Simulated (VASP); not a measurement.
A run of VASP 6.6.1 is set up as follows.

File INCAR:

```
  PREC = Accurate
  ENCUT = 520
  EDIFF = 1E-8
  ISMEAR = 0
  SIGMA = 0.01
  LREAL = F
  LASPH = T
  NELM = 80
  ALGO = Normal
  ISIF = 2
  LWAVE = F
  LCHARG = F
  GGA = PE
  LEFG = T
  NBANDS = 28
```

The input KPOINTS:

```
regular mesh
0
Gamma
  8 8 8
```

POSCAR

```
BaTiO3
1.0
    3.9852569688      0.0000000000      0.0000000000
    0.0000000000      3.9852569688      0.0000000000
    0.0000000000      0.0000000000      4.2022180370
Ba Ti O
1 1 3
Direct
    0.0000000000      0.0000000000     -0.0106979962
    0.5000000000      0.5000000000      0.4720516379
    0.5000000000      0.5000000000      0.0408797547
    0.5000000000      0.0000000000      0.5203833018
    0.0000000000      0.5000000000      0.5203833018
```

Potentials or basis: VASP PAW PBE potentials, release 64 (Ba_sv, Ti_sv, O).

Launch:

```bash
$ cat potpaw_PBE.64/Ba_sv/POTCAR potpaw_PBE.64/Ti_sv/POTCAR potpaw_PBE.64/O/POTCAR > POTCAR
$ mpirun -np 1 vasp_std > vasp.out
```

Problem. What does it give for the pressure?

Solution. 1.6 GPa.

Problem. Estimate the band gap on the k mesh.

Solution. 1.79 eV (least direct gap 2.36 eV).

Electric field gradients, principal values (V/Å²):
| atom | least | middle | greatest (by size) |
| --- | --- | --- | --- |
| 1 Ba | 4.037 | 4.037 | -8.074 |
| 2 Ti | -10.393 | -10.393 | 20.785 |
| 3 O | -6.641 | -6.641 | 13.283 |
| 4 O | -8.285 | -18.643 | 26.927 |
| 5 O | -8.285 | -18.643 | 26.927 |

Caveat: without QUAD_EFG the Cq values of the log hold for a quadrupole moment of 1 mb, not for the nuclei; spin-orbit coupling is left out, which moves the levels of the heavy elements. A k mesh can miss the band edges.
